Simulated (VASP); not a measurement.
A run of VASP 6.6.1 is set up as follows.

Contents of INCAR:

```
SYSTEM = HfO2
PREC     = Accurate       ! precision mode
ENCUT    = 520            ! plane-wave cutoff, eV
EDIFF    = 1E-7           ! SCF threshold, eV
ISMEAR   = 0              ! smearing method
SIGMA    = 0.05           ! smearing width, eV
LREAL    = .False.        ! projectors in reciprocal space
LASPH    = .True.         ! aspherical terms in the spheres
NELM     = 100            ! most SCF steps
ALGO     = Normal         ! electronic algorithm
ISIF     = 2              ! what is computed and relaxed
LWAVE    = .False.        ! write WAVECAR
LCHARG   = .False.        ! write CHGCAR
GGA      = PE             ! functional
NBANDS   = 18             ! bands
```

KPOINTS

```
Automatic mesh
0
Gamma
  8 8 8
  0 0 0
```

The input POSCAR:

```
HfO2
1.0
    0.0000000000      2.6214375000      2.4296250000
    2.6214375000      0.0000000000      2.4296250000
    2.6214375000      2.6214375000      0.0000000000
Hf O
1 2
Direct
    0.0000000000      0.0000000000      0.0000000000
    0.2500000000      0.2500000000      0.2500000000
    0.7500000000      0.7500000000      0.7500000000
```

Potentials or basis: VASP PAW PBE potentials, release 64 (Hf_pv, O).

The run is started by

```console
$ cat potpaw_PBE.64/Hf_pv/POTCAR potpaw_PBE.64/O/POTCAR > POTCAR
$ mpirun -np 1 vasp_std > vasp.out
```

**Question.** Predict the band gap on the k mesh.

**Answer.** 2.81 eV, indirect (least direct gap 3.06 eV).

**Question.** Estimate the pressure.

**Answer.** -5.3 GPa.

Stress tensor (GPa, compression positive):
```
-16.72   0.00   0.00
  0.00 -16.72   0.00
  0.00   0.00  17.66
```

Caveat: the cell differs from its parent crystal (strain +0.025 along x and y, -0.050 along z); spin-orbit coupling is left out, which moves the levels of the heavy elements. A k mesh can miss the band edges.
